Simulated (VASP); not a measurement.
# MoS2 (P-3m1) in VASP: notebook, part 2 of 2

VASP 6.6.1. Earlier steps stand in the parts before.

**3. Relaxation of cell and atoms, PBE**

This run uses another cell than the first one, of 16.89 Å³/atom.

Input file INCAR:

```
SYSTEM = MoS2
PREC = Accurate ; ENCUT = 600
EDIFF = 1E-7 ; ISMEAR = 0
SIGMA = 0.1 ; LREAL = .False.
LASPH = .True. ; NELM = 60
ALGO = Normal ; ISIF = 3
LWAVE = .False. ; LCHARG = .False.
GGA = PE ; IBRION = 2
NSW = 70 ; EDIFFG = -0.005
```

Input file KPOINTS:

```
Automatic mesh
0
Gamma
  18 18 8
  0 0 0
```

Input file POSCAR:

```
MoS2
1.0
    3.1747657158      0.0000000000      0.0000000000
   -1.5873828579      2.7494277609      0.0000000000
    0.0000000000      0.0000000000      5.8065784942
Mo S
1 2
Direct
    0.0000000000      0.0000000000      0.5000000000
    0.3333333333      0.6666666667      0.2290831857
    0.6666666667      0.3333333333      0.7709168143
```

Potentials or basis: VASP PAW PBE potentials, release 64 (Mo_sv, S).

Launch:

```console
> cat potpaw_PBE.64/Mo_sv/POTCAR potpaw_PBE.64/S/POTCAR > POTCAR
> mpirun -np 1 vasp_std > vasp.out
```

OUTCAR:

```text
SYSTEM = MoS2
   PREC = Accurate
   ENCUT = 600
   EDIFF = 1E-7
   ISMEAR = 0
   LREAL = .False.
   LASPH = .True.
   NELM = 60
   ISIF = 3
   GGA = PE
   IBRION = 2
   NSW = 70
   EDIFFG = -0.005

 ion  position               nearest neighbor table
   1  0.000  0.000  0.500-   2 2.42   3 2.42   2 2.42   3 2.42   3 2.42   2 2.42
   2  0.333  0.667  0.229-   1 2.42   1 2.42   1 2.42
   3  0.667  0.333  0.771-   1 2.42   1 2.42   1 2.42

  LATTYP: Found a hexagonal cell.
 ALAT       =     3.1747657158
 C/A-ratio  =     1.8289785811

  Lattice vectors:

 A1 = (   3.1747657158,   0.0000000000,   0.0000000000)
 A2 = (  -1.5873828579,   2.7494277609,   0.0000000000)
 A3 = (   0.0000000000,   0.0000000000,   5.8065784942)

Analysis of symmetry for initial positions (statically):
=====================================================================
 Subroutine PRICEL returns:
 Original cell was already a primitive cell.

 Routine SETGRP: Setting up the symmetry group for a
 hexagonal supercell.

 Subroutine GETGRP returns: Found 12 space group operations
 (whereof 12 operations were pure point group operations)
 out of a pool of 24 trial point group operations.

The static configuration has the point symmetry D_3d.

Analysis of symmetry for dynamics (positions and initial velocities):
=====================================================================
 Subroutine PRICEL returns:
 Original cell was already a primitive cell.

 Routine SETGRP: Setting up the symmetry group for a
 hexagonal supercell.

 Subroutine GETGRP returns: Found 12 space group operations
 (whereof 12 operations were pure point group operations)
 out of a pool of 24 trial point group operations.

The dynamic configuration has the point symmetry D_3d.

 Subroutine INISYM returns: Found 12 space group operations
 (whereof 12 operations are pure point group operations),
 and found     1 'primitive' translations

[... 131 lines left out ...]
  volume of cell :       50.68
 maximum number of plane-waves:      1709
 NGX is ok and might be reduce to    28
   NGX = 13   NGY = 13   NGZ = 23

--------------------------------------- Ionic step        1  -------------------------------------------

 number of electron      25.9999999 magnetization

 Free energy of the ion-electron system (eV)
  ---------------------------------------------------
  ext. energy  EPLUGINS =         0.00000000
  ---------------------------------------------------
  free energy    TOTEN  =       -20.93131383 eV

  energy without entropy =      -20.92519529  energy(sigma->0) =      -20.92825456

------------------------ aborting loop because EDIFF is reached ----------------------------------------

  FORCE on cell =-STRESS in cart. coord.  units (eV):
  Direction    XX          YY          ZZ          XY          YZ          ZX
  --------------------------------------------------------------------------------------
  -------------------------------------------------------------------------------------
  Total        1.3331245      1.3331245      1.3871811      0.0000000      0.0000000     -0.0000000
  in kB       42.1412080     42.1412080     43.8499835      0.0000000      0.0000000     -0.0000000
  external PRESSURE =      42.7107998 kB  Pullay stress =       0.0000000 kB
[... 92 lines left out ...]
  FREE ENERGIE OF THE ION-ELECTRON SYSTEM (eV)
  ---------------------------------------------------
  free  energy   TOTEN  =       -20.9503929639 eV

  energy  without entropy=      -20.9438936597  energy(sigma->0) =      -20.94714331

 E-fermi :   6.2575     XC(G=0): -10.0116

 val. band max:        6.2554470485   @ k =   0.1667   0.1667   0.3750
 cond. band min:       6.2651460628   @ k =   0.0556   0.0000   0.5000
 fundamental gap:      0.0096990142
 Fermi energy:         6.2574871733

 k-point     1 :       0.0000    0.0000    0.0000
  band No.  band energies     occupation
      1     -55.5681      2.00000
      2     -29.6056      2.00000
      3     -29.5469      2.00000
      4     -29.5469      2.00000
      5      -8.5659      2.00000
      6      -7.3405      2.00000
[... 459 lines left out ...]
      6      -6.3905      2.00000
[... 9 lines left out ...]
     16       9.0739      0.00000
     17      10.1809      0.00000

 [... further k-points ...]

[... ionic steps 4 to 33 ...]

--------------------------------------- Ionic step       34  -------------------------------------------

 number of electron      26.0000001 magnetization

------------------------ aborting loop because EDIFF is reached ----------------------------------------
[... 69 lines left out ...]
--------------------------------------- Ionic step       36  -------------------------------------------

 number of electron      26.0000001 magnetization

 Free energy of the ion-electron system (eV)
  ---------------------------------------------------
  ext. energy  EPLUGINS =         0.00000000
  ---------------------------------------------------
  free energy    TOTEN  =       -21.02181458 eV

  energy without entropy =      -21.01577676  energy(sigma->0) =      -21.01879567

 E-fermi :   6.1998     XC(G=0):  -9.9739

 val. band max:        6.1930219285   @ k =   0.2222   0.2222   0.3750
 cond. band min:       6.2006002128   @ k =   0.1667   0.1667   0.3750
 fundamental gap:      0.0075782843
 Fermi energy:         6.1997518399

 k-point     1 :       0.0000    0.0000    0.0000
  band No.  band energies     occupation
      1     -55.6284      2.00000
      2     -29.6645      2.00000
      3     -29.6094      2.00000
      4     -29.6094      2.00000
      5      -8.6203      2.00000
      6      -7.3958      2.00000
[... 501 lines left out ...]
  FREE ENERGIE OF THE ION-ELECTRON SYSTEM (eV)
  ---------------------------------------------------
  free  energy   TOTEN  =       -21.0218145830 eV

  energy  without entropy=      -21.0157767603  energy(sigma->0) =      -21.01879567

 reached required accuracy - stopping structural energy minimisation
```

OSZICAR:

```text
N       E                     dE             d eps       ncg     rms          rms(c)
DAV:   1     0.221829232316E+03    0.22183E+03   -0.16397E+04  9404   0.163E+03
[... 378 lines left out ...]
DAV:   1    -0.210220178088E+02   -0.20560E-03   -0.63086E-03  9303   0.701E-01    0.116E-01
DAV:   2    -0.210219239273E+02    0.93881E-04   -0.27079E-03  9306   0.338E-01    0.793E-02
DAV:   3    -0.210218236089E+02    0.10032E-03   -0.59315E-04  9274   0.127E-01    0.175E-02
DAV:   4    -0.210218165143E+02    0.70946E-05   -0.53301E-05  9110   0.526E-02    0.127E-02
DAV:   5    -0.210218158371E+02    0.67720E-06   -0.24803E-06 11220   0.959E-03    0.849E-03
DAV:   6    -0.210218146925E+02    0.11446E-05   -0.92982E-07  9221   0.514E-03    0.136E-03
DAV:   7    -0.210218145674E+02    0.12509E-06   -0.10328E-07  4583   0.233E-03    0.818E-04
DAV:   8    -0.210218145830E+02   -0.15619E-07   -0.20111E-08  4531   0.100E-03
  36 F= -.21021815E+02 E0= -.21018796E+02  d E =-.233641E-05
```

It took 60 min on 1 thread of AMD EPYC 9R14 (Zen 4), shared host; peak memory 0.44 GiB.

Results:

```
Free energy                           : -21.0218 eV
Relaxed volume                        : 20.26 Å³/atom
Relaxed cell                          : a = 3.195 Å, b = 3.195 Å, c = 6.873 Å, α = 90.00°, β = 90.00°, γ = 120.00°
Space group after relaxing (to 0.1 Å) : P-3m1 (No. 164)
Energy gained by relaxing             : 30.2 meV/atom
Ionic steps                           : 36
Pressure after relaxing               : 0.0 GPa
Band gap on the k mesh                : zero (bands 13 and 14 overlap by 0.86 eV)
```

The path:
```tsv
step	energy change (eV)	largest force (eV/Å)	pressure (GPa)	volume (Å³)
1	0.0000	0.0224	4.27	50.68
2	0.0097	0.8988	-4.75	54.06
3	-0.0191	0.4335	-0.07	52.16
4	-0.0324	0.2900	-0.05	52.76
5	-0.0424	0.0391	0.08	53.86
6	-0.0532	0.0554	-0.05	54.36
7	-0.0748	0.0932	-0.17	55.82
8	-0.0839	0.0977	0.42	58.55
9	-0.0854	0.0828	0.28	57.77
10	-0.0890	0.0900	-0.47	59.30
11	-0.0890	0.0905	-0.56	59.50
12	-0.0878	0.1749	0.96	59.69
13	-0.0897	0.0074	0.00	59.57
14	-0.0897	0.0055	-0.01	59.57
15	-0.0898	0.0051	0.05	59.57
16	-0.0899	0.0045	0.22	59.57
17	-0.0899	0.0048	0.18	59.57
18	-0.0900	0.0257	-0.01	59.68
19	-0.0900	0.0212	0.01	59.66
20	-0.0900	0.0204	0.00	59.69
21	-0.0901	0.0180	-0.03	59.79
22	-0.0902	0.0130	-0.09	59.99
23	-0.0902	0.0002	0.00	59.99
24	-0.0902	0.0061	0.04	59.99
25	-0.0902	0.0049	0.05	60.01
26	-0.0903	0.0009	0.05	60.08
27	-0.0904	0.0066	0.07	60.20
28	-0.0904	0.0084	0.07	60.24
29	-0.0904	0.0182	-0.01	60.34
30	-0.0904	0.0293	-0.11	60.46
31	-0.0904	0.0255	-0.07	60.42
32	-0.0904	0.0217	-0.06	60.46
33	-0.0905	0.0102	-0.02	60.58
34	-0.0905	0.0127	0.05	60.81
35	-0.0905	0.0045	0.03	60.73
36	-0.0905	0.0013	0.00	60.77
```

Final structure:
```cif
data_structure
_symmetry_space_group_name_H-M 'P 1'
_symmetry_Int_Tables_number 1
_cell_length_a 3.1953
_cell_length_b 3.1953
_cell_length_c 6.8730
_cell_angle_alpha 90.000
_cell_angle_beta 90.000
_cell_angle_gamma 120.000
_cell_volume 60.77
loop_
_atom_site_label
_atom_site_type_symbol
_atom_site_fract_x
_atom_site_fract_y
_atom_site_fract_z
_atom_site_occupancy
Mo1 Mo 0.00000 0.00000 0.50000 1
S1 S 0.33333 0.66667 0.26997 1
S2 S 0.66667 0.33333 0.73003 1
```

Caveat: the volume moved by over 15 % at a fixed basis, so the end points are rough; this functional lacks dispersion, which binds layers or chains, so the pressure and a relaxed spacing across them are unreliable.
